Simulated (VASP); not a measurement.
A run of VASP 6.6.1:

The input INCAR:

```
PREC     = Accurate       # precision mode
ENCUT    = 520            # plane-wave cutoff, eV
EDIFF    = 1E-6           # SCF threshold, eV
ISMEAR   = -1             # smearing method
SIGMA    = 0.05           # smearing width, eV
LREAL    = F              # projectors in reciprocal space
LASPH    = T              # aspherical terms in the spheres
NELM     = 80             # most SCF steps
ALGO     = Normal         # electronic algorithm
ISIF     = 2              # what is computed and relaxed
LWAVE    = F              # write WAVECAR
LCHARG   = F              # write CHGCAR
GGA      = PE             # functional
ALDAC    = 0.0          
AGGAC    = 0.0          
NBANDS   = 16             # bands
```

Contents of KPOINTS:

```
regular mesh
0
Gamma
  8 8 8
```

Contents of POSCAR:

```
CdSe
1.0
    0.0000000000      3.2789757449      3.2789757449
    3.2789757449      0.0000000000      3.2789757449
    3.2789757449      3.2789757449      0.0000000000
Cd Se
1 1
Direct
    0.0000000000      0.0000000000      0.0000000000
    0.2500000000      0.2500000000      0.2500000000
```

Potentials or basis: VASP PAW PBE potentials, release 64 (Cd, Se).

The run is started by

```console
$ cat potpaw_PBE.64/Cd/POTCAR potpaw_PBE.64/Se/POTCAR > POTCAR
$ mpirun -np 1 vasp_std > vasp.out
```

Hardware: 1 thread of Intel Xeon 8259CL (shared host).

Task: Estimate the wall time of this run.

Result: Run time: 52 s on 1 thread of Intel Xeon 8259CL (shared host), peak memory 0.22 GiB. Counts: scf iterations 12, k points 29.
